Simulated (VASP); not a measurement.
Crystal: NbP.

```
Nb P
1.0
     4.16413    0.00000    0.00000
     0.00000    4.16413    0.00000
     0.00000    0.00000    5.88897
Nb P
2 2
Direct
  0.00000 0.50000 0.00000
  0.50000 0.00000 0.50000
  0.50000 0.50000 0.25000
  0.50000 0.50000 0.75000
```

This cell differs from its parent crystal: atoms taken out.

* Program: VASP 6.6.1
* Task: relaxation of cell and atoms
* Functional: PBE
* Potentials or basis: VASP PAW PBE potentials, release 64 (Nb_sv, P)
* Cutoff: 500 eV
* k mesh: 4 × 4 × 4
* Occupations: gaussian, width 0.1 eV
* Spin: no spin polarisation

At the start: pressure -10.3 GPa; volume 25.53 Å³/atom.

Task: Where does the relaxation end?

Result: Over 13 steps the energy falls by 234.4 meV/atom and the volume is 21.57 Å³/atom (-15.5 %); space group P4_2/mmc (No. 131, to 0.1 Å) before and after.

Step by step:
```csv
step,energy change (eV),largest force (eV/Å),pressure (GPa),volume (Å³)
1,0.0000,0.0000,-10.35,102.11
2,-0.1509,0.0000,13.54,79.63
3,-0.4903,0.0000,-0.05,88.85
4,-0.4904,0.0000,0.23,88.60
5,-0.5571,0.0000,0.48,88.10
6,-0.8050,0.0000,1.63,86.27
7,-0.6374,0.0000,7.08,80.96
8,-0.8937,0.0000,2.75,84.90
9,-0.9096,0.0000,3.35,84.10
10,-0.9346,0.0000,0.05,86.20
11,-0.9357,0.0000,0.57,85.84
12,-0.9372,0.0000,0.35,86.06
13,-0.9376,0.0000,0.10,86.30
```

Final structure:
```
CELL_PARAMETERS angstrom
4.27169 0.00000 0.00000
0.00000 4.27169 0.00000
0.00000 0.00000 4.72927
ATOMIC_POSITIONS crystal
Nb 0.00000 0.50000 0.00000
Nb 0.50000 0.00000 0.50000
P 0.50000 0.50000 0.25000
P 0.50000 0.50000 0.75000
```

Caveat: the k points lie up to 0.37 Å⁻¹ apart in the final cell; the cell differs from its parent crystal (atoms taken out); the volume moved by over 15 % at a fixed basis, so the end points are rough.
